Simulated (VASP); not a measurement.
# YN2: relaxation of shape and atoms at fixed volume with PBEsol

YN2:

```
Y N
1.0
     3.47372    0.00000    0.00000
    -1.73686    3.00833    0.00000
     0.00000    0.00000    3.20650
Y N
1 2
Direct
  0.00000 0.00000 0.00000
  0.33333 0.66667 0.50000
  0.66667 0.33333 0.50000
```

```yaml
Program: VASP 6.6.1
Task: relaxation of shape and atoms at fixed volume
Functional: PBEsol
Potentials_or_basis: VASP PAW PBE potentials, release 64 (Y_sv, N)
Cutoff: 600 eV
k_mesh: 10 × 10 × 10
Occupations: gaussian, width 0.05 eV
Spin: no spin polarisation
Dipole_correction: no
Further_INCAR_settings: ALGO = Normal; EDIFF = 1e-06; IBRION = 2; EDIFFG = -0.01; NSW = 60; ISIF = 4
```

```
Pressure after relaxing : -3.6 GPa
Band gap on the k mesh  : zero (an odd number of electrons rules out a gap without spin polarisation)
```

Stress tensor (GPa, compression positive):
```
-3.60  0.00  0.00
 0.00 -3.60  0.00
 0.00  0.00 -3.75
```

Final structure:
```
Y N
1.0
     3.47372    0.00000    0.00000
    -1.73686    3.00833    0.00000
     0.00000    0.00000    3.20650
Y N
1 2
Cartesian
  0.0000 0.0000 0.0000
  0.0000 2.0056 1.6033
  1.7369 1.0028 1.6033
```

Levels at points of the mesh, in eV from the Fermi level:
| k point | band 7 | band 8 | band 9 | band 10 | band 11 | band 12 | band 13 | band 14 |
| --- | --- | --- | --- | --- | --- | --- | --- | --- |
| (0.00, 0.00, 0.00) | -5.47 | -5.47 | -3.31 | -0.61 | 0.50 | 0.50 | 0.75 | 5.13 |
| (0.50, 0.00, 0.00) | -5.57 | -4.33 | -3.65 | -1.07 | 1.71 | 1.86 | 1.98 | 4.31 |
| (0.00, 0.00, 0.50) | -6.91 | -4.67 | -4.67 | -1.67 | -1.67 | -0.72 | 2.41 | 2.41 |
| (0.50, 0.00, 0.50) | -6.61 | -4.53 | -3.67 | -2.63 | 1.55 | 2.81 | 6.12 | 6.32 |

Wall time 82 s on 1 thread of Intel Xeon 8259CL, on a shared host, peak memory 0.21 GiB.

Caveat: the relaxation stopped at its first step, so nothing moved; the PAW data sets were made with another functional, which shifts forces and pressure a little.
